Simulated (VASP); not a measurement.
# MgS (pbe) (Fm-3m) in VASP: notebook, part 2 of 2

VASP 6.6.1. The steps go on from the part before.

**4. Relaxation of cell and atoms, PBE**

This run uses another cell than the first one, of 17.58 Å³/atom, 0.983 times its volume.

Input file INCAR:

```
PREC     = Accurate       # precision mode
ENCUT    = 600            # plane-wave cutoff, eV
EDIFF    = 1E-7           # SCF threshold, eV
ISMEAR   = 0              # smearing method
SIGMA    = 0.02           # smearing width, eV
LREAL    = F              # projectors in reciprocal space
LASPH    = T              # aspherical terms in the spheres
NELM     = 120            # most SCF steps
ALGO     = Normal         # electronic algorithm
ISIF     = 3              # what is computed and relaxed
LWAVE    = F              # write WAVECAR
LCHARG   = F              # write CHGCAR
GGA      = PE             # functional
IBRION   = 2              # ionic algorithm
NSW      = 100            # ionic steps
EDIFFG   = -0.002         # ionic threshold
GGA_COMPAT= F            
NELMIN   = 4
```

Input file KPOINTS:

```
regular mesh
0
Gamma
  6 6 6
```

Input file POSCAR:

```
MgS
1.0
    0.0000000000      2.6000000000      2.6000000000
    2.6000000000      0.0000000000      2.6000000000
    2.6000000000      2.6000000000      0.0000000000
Mg S
1 1
Direct
    0.0000000000      0.0000000000      0.0000000000
    0.5000000000      0.5000000000      0.5000000000
```

Potentials or basis: VASP PAW PBE potentials, release 64 (Mg, S).

Started as:

```console
$ cat potpaw_PBE.64/Mg/POTCAR potpaw_PBE.64/S/POTCAR > POTCAR
$ mpirun -np 1 vasp_std > vasp.out
```

OUTCAR:

```text
PREC = Accurate
   ENCUT = 600
   EDIFF = 1E-7
   ISMEAR = 0
   LREAL = F
   LASPH = T
   NELM = 120
   ISIF = 3
   GGA = PE
   IBRION = 2
   NSW = 100
   EDIFFG = -0.002
   NELMIN = 4

 ion  position               nearest neighbor table
   1  0.000  0.000  0.000-   2 2.60   2 2.60   2 2.60   2 2.60   2 2.60   2 2.60
   2  0.500  0.500  0.500-   1 2.60   1 2.60   1 2.60   1 2.60   1 2.60   1 2.60

  LATTYP: Found a face centered cubic cell.
 ALAT       =     5.2000000000

  Lattice vectors:

 A1 = (   0.0000000000,   2.6000000000,   2.6000000000)
 A2 = (   2.6000000000,   0.0000000000,   2.6000000000)
 A3 = (   2.6000000000,   2.6000000000,   0.0000000000)

Analysis of symmetry for initial positions (statically):
=====================================================================
 Subroutine PRICEL returns:
 Original cell was already a primitive cell.

 Routine SETGRP: Setting up the symmetry group for a
 face centered cubic supercell.

 Subroutine GETGRP returns: Found 48 space group operations
 (whereof 48 operations were pure point group operations)
 out of a pool of 48 trial point group operations.

The static configuration has the point symmetry O_h .

Analysis of symmetry for dynamics (positions and initial velocities):
=====================================================================
 Subroutine PRICEL returns:
 Original cell was already a primitive cell.

 Routine SETGRP: Setting up the symmetry group for a
 face centered cubic supercell.

 Subroutine GETGRP returns: Found 48 space group operations
 (whereof 48 operations were pure point group operations)
 out of a pool of 48 trial point group operations.

The dynamic configuration has the point symmetry O_h .

 Subroutine INISYM returns: Found 48 space group operations
 (whereof 48 operations are pure point group operations),
 and found     1 'primitive' translations

----------------------------------------------------------------------------------------

                                     Primitive cell

  volume of cell :      35.1520

  direct lattice vectors                    reciprocal lattice vectors
     0.000000000  2.600000000  2.600000000    -0.192307692  0.192307692  0.192307692
     2.600000000  0.000000000  2.600000000     0.192307692 -0.192307692  0.192307692
     2.600000000  2.600000000  0.000000000     0.192307692  0.192307692 -0.192307692

  length of vectors
     3.676955262  3.676955262  3.676955262     0.333086694  0.333086694  0.333086694

  position of ions in fractional coordinates (direct lattice)
     0.000000000  0.000000000  0.000000000
     0.500000000  0.500000000  0.500000000

  ion indices of the primitive-cell ions
   primitive index   ion index
                 1           1
                 2           2

----------------------------------------------------------------------------------------

 KPOINTS: regular mesh

Automatic generation of k-mesh.
 Grid dimensions read from file:
 generate k-points for:    6    6    6

 Generating k-lattice:

  Cartesian coordinates                     Fractional coordinates (reciprocal lattice)
    -0.032051282  0.032051282  0.032051282     0.166666667  0.000000000  0.000000000
     0.032051282 -0.032051282  0.032051282     0.000000000  0.166666667  0.000000000
     0.032051282  0.032051282 -0.032051282     0.000000000  0.000000000  0.166666667

  Length of vectors
     0.055514449  0.055514449  0.055514449

  Shift w.r.t. Gamma in fractional coordinates (k-lattice)
     0.000000000  0.000000000  0.000000000

 Subroutine IBZKPT returns following result:
 ===========================================

 Found     16 irreducible k-points:

 Following reciprocal coordinates:
            Coordinates               Weight
  0.000000  0.000000  0.000000      1.000000
  0.166667  0.000000  0.000000      8.000000
  0.333333  0.000000  0.000000      8.000000
  0.500000  0.000000  0.000000      4.000000
  0.166667  0.166667  0.000000      6.000000
  0.333333  0.166667  0.000000     24.000000
[... 8 lines left out ...]
 -0.333333  0.333333  0.166667     24.000000
 -0.333333  0.500000  0.166667     12.000000
   k-points           NKPTS =     16   k-points in BZ     NKDIM =     16   number of bands    NBANDS=      8
   number of dos      NEDOS =    301   number of ions     NIONS =      2
   total plane-waves  NPLWV =  27000
   dimension x,y,z NGX =    30 NGY =   30 NGZ =   30
   dimension x,y,z NGXF=    60 NGYF=   60 NGZF=   60
   ions per type =               1   1
   NGX,Y,Z   is equivalent  to a cutoff of  13.56, 13.56, 13.56 a.u.
   NGXF,Y,Z  is equivalent  to a cutoff of  27.13, 27.13, 27.13 a.u.
 SYSTEM =  unknown system
   PREC   = accura    normal or accurate (medium, high low for compatibility)
   ISTART =      0    job   : 0-new  1-cont  2-samecut
   ICHARG =      2    charge: 1-file 2-atom 10-const
   ISPIN  =      1    spin polarized calculation?
   LNONCOLLINEAR =      F non collinear calculations
   LSORBIT =      F    spin-orbit coupling
   LASPH  =      T    aspherical Exc in radial PAW
   ENCUT  =  600.0 eV  44.10 Ry    6.64 a.u.   7.34  7.34  7.34*2*pi/ulx,y,z
   NELM   =    120;   NELMIN=  4; NELMDL= -5     # of ELM steps
   EDIFF  = 0.1E-06   stopping-criterion for ELM
   LREAL  =      F    real-space projection
   EDIFFG = -.2E-02   stopping-criterion for IOM
   NSW    =    100    number of steps for IOM
   IBRION =      2    ionic relax: 0-MD 1-quasi-New 2-CG
   NFREE  =      1    steps in history (QN), initial steepest desc. (CG)
   ISIF   =      3    stress and relaxation
   ISYM   =      2    0-nonsym 1-usesym 2-fastsym
   POTIM  = 0.5000    time-step for ionic-motion
   TEBEG  =    0.0;   TEEND  =   0.0 temperature during run
   PSTRESS=    0.0 pullay stress
   NELECT =       8.0000    total number of electrons
   NUPDOWN=      -1.0000    fix difference up-down
   EMIN   =  10.00;   EMAX   =-10.00  energy-range for DOS
   EFERMI =   0.00;   METHOD = LEGACY
   ISMEAR =     0;   SIGMA  =   0.02  broadening in eV -4-tet -1-fermi 0-gaus
   EFERMI_NEDOS =   21; number of points for ismear=-14 and -15
   IALGO  =     38    algorithm
   IMIX   =      4    mixing-type and parameters
     AMIX     =   0.40;   BMIX     =  1.00
     AMIX_MAG =   1.60;   BMIX_MAG =  1.00
  volume/ion in A,a.u.               =      17.58       118.61
  Fermi-wavevector in a.u.,A,eV,Ry     =   0.999512  1.888804 13.592558  0.999025
  Thomas-Fermi vector in A             =   2.131807
   LORBIT       =      0    0 simple, 1 ext, 2 COOP (PROOUT), +10 PAW based schemes
   GGA     = PE    functional components
   LHFCALC =     F    Hartree Fock is set to
   AEXX    =    0.0000 exact exchange contribution
   IVDW    =     0    specifies the selected vdW correction
   LEPSILON=     F    determine dielectric tensor
   LRPA    =     F    only Hartree local field effects (RPA)
 conjugate gradient relaxation of ions
 non-spin polarized calculation
 Gauss-broadening in eV      SIGMA  =   0.02
  energy-cutoff  :      600.00
  volume of cell :       35.15
 maximum number of plane-waves:      1211
 NGX is ok and might be reduce to    30
   NGX = 15   NGY = 15   NGZ = 15

--------------------------------------- Ionic step        1  -------------------------------------------

 number of electron       7.9999999 magnetization

 Free energy of the ion-electron system (eV)
  ---------------------------------------------------
  ext. energy  EPLUGINS =         0.00000000
  ---------------------------------------------------
  free energy    TOTEN  =        -8.49916695 eV

  energy without entropy =       -8.49916695  energy(sigma->0) =       -8.49916695

------------------------ aborting loop because EDIFF is reached ----------------------------------------

  FORCE on cell =-STRESS in cart. coord.  units (eV):
  Direction    XX          YY          ZZ          XY          YZ          ZX
  --------------------------------------------------------------------------------------
  -------------------------------------------------------------------------------------
  Total        0.2333293      0.2333293      0.2333293     -0.0000000     -0.0000000      0.0000000
  in kB       10.6348142     10.6348142     10.6348142     -0.0000000     -0.0000000      0.0000000
  external PRESSURE =      10.6348142 kB  Pullay stress =       0.0000000 kB
[... 57 lines left out ...]
  energy  without entropy=       -8.5006791681  energy(sigma->0) =       -8.50067917

--------------------------------------- Ionic step        3  -------------------------------------------

 number of electron       7.9999999 magnetization

 Free energy of the ion-electron system (eV)
  ---------------------------------------------------
  ext. energy  EPLUGINS =         0.00000000
  ---------------------------------------------------
  free energy    TOTEN  =        -8.50075771 eV

  energy without entropy =       -8.50075771  energy(sigma->0) =       -8.50075771

 E-fermi :   3.7375     XC(G=0):  -9.6388

 val. band max:        3.6223131678   @ k =   0.0000   0.0000   0.0000
 cond. band min:       6.3699545255   @ k =   0.5000   0.5000   0.0000
 fundamental gap:      2.7476413577
 Fermi energy:         3.7375363788

 k-point     1 :       0.0000    0.0000    0.0000
  band No.  band energies     occupation
      1      -8.9775      2.00000
      2       3.6223      2.00000
      3       3.6223      2.00000
      4       3.6223      2.00000
      5       7.2389      0.00000
      6      11.5824      0.00000
      7      11.5824      0.00000
      8      11.5824      0.00000
[... 192 lines left out ...]
  FREE ENERGIE OF THE ION-ELECTRON SYSTEM (eV)
  ---------------------------------------------------
  free  energy   TOTEN  =        -8.5007577089 eV

  energy  without entropy=       -8.5007577089  energy(sigma->0) =       -8.50075771

 reached required accuracy - stopping structural energy minimisation
```

Wall time 24 s (1 thread of AMD EPYC 7R13, shared host); peak memory 0.14 GiB.

Results:

| Item | Value |
| --- | --- |
| Free energy | -8.5008 eV |
| Relaxed volume | 17.82 Å³/atom |
| Relaxed cell | a = 3.694 Å, b = 3.694 Å, c = 3.694 Å, α = 60.00°, β = 60.00°, γ = 60.00° |
| Space group after relaxing (to 0.05 Å) | Fm-3m (No. 225) |
| Energy gained by relaxing | 0.8 meV/atom |
| Ionic steps | 3 |
| Pressure after relaxing | 0.0 GPa |
| Band gap on the k mesh | 2.75 eV, indirect (least direct gap 3.62 eV) |

The path:
| step | energy change (eV) | largest force (eV/Å) | pressure (GPa) | volume (Å³) |
| --- | --- | --- | --- | --- |
| 1 | 0.0000 | 0.0000 | 1.06 | 35.15 |
| 2 | -0.0015 | 0.0000 | -0.23 | 35.75 |
| 3 | -0.0016 | 0.0000 | 0.00 | 35.64 |

Final structure:
```xyz
2
Lattice="0.0000 2.6119 2.6119 2.6119 0.0000 2.6119 2.6119 2.6119 0.0000" Properties=species:S:1:pos:R:3 pbc="T T T"
Mg    0.0000    0.0000    0.0000
S     2.6119    2.6119    2.6119
```

**5. The runs side by side**

| task | cell | smearing | gap on the mesh (eV) | pressure (GPa) |
| --- | --- | --- | --- | --- |
| single point | a = 3.698 Å, angles 60.0°, 2 atoms | gaussian 0.02 eV | 2.74 | -0.3 |
| single point | a = 3.698 Å, angles 60.0°, 2 atoms | gaussian 0.01 eV | 2.74 | -0.3 |
| relaxation of cell and atoms | relaxed from a = 3.677 Å, angles 60.0°, 2 atoms | gaussian 0.02 eV | 2.75 | 0.0 |

Alike in all rows: level PBE; potentials or basis VASP PAW PBE potentials, release 64 (Mg, S); no spin polarisation; k mesh 6 × 6 × 6; cutoff (eV) 600.

Total energies depend on the potentials used, so only differences within one code and one set of settings carry meaning.
